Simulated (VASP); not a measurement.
Here is a VASP 6.6.1 calculation.

File INCAR:

```
SYSTEM = ZnS
PREC = Accurate ; ENCUT = 500
EDIFF = 1E-7 ; ISMEAR = -1
SIGMA = 0.05 ; LREAL = .False.
LASPH = .True. ; NELM = 120
ALGO = Normal ; ISIF = 3
LWAVE = .False. ; LCHARG = .False.
GGA = PE ; IBRION = 2
NSW = 32 ; EDIFFG = -0.005
PSTRESS = 0.16 ; GGA_COMPAT = .False.
NELMIN = 4
```

KPOINTS

```
regular mesh
0
Gamma
  12 12 12
  0 0 0
```

POSCAR

```
ZnS
1.0
    0.0000000000      2.7215017777      2.7215017777
    2.7215017777      0.0000000000      2.7215017777
    2.7215017777      2.7215017777      0.0000000000
Zn S
1 1
Direct
    0.0000000000      0.0000000000      0.0000000000
    0.2500000000      0.2500000000      0.2500000000
```

Potentials or basis: VASP PAW PBE potentials, release 64 (Zn, S).

Command:

```sh
$ cat potpaw_PBE.64/Zn/POTCAR potpaw_PBE.64/S/POTCAR > POTCAR
$ mpirun -np 1 vasp_std > vasp.out
```

Problem. Estimate the relaxed volume.

Solution. 20.21 Å³/atom.

Problem. Estimate the space group after relaxing (to 0.05 Å).

Solution. F-43m (No. 216).

Problem. Predict the band gap on the k mesh.

Solution. 2.01 eV, direct.

Final structure:
```
Zn S
1.0
     0.00000    2.72394    2.72394
     2.72394    0.00000    2.72394
     2.72394    2.72394    0.00000
Zn S
1 1
Cartesian
  5.4479 5.4479 5.4479
  1.3620 1.3620 1.3620
```

Caveat: the cell is relaxed towards a set pressure, so the enthalpy falls and the energy may rise. A k mesh can miss the band edges.
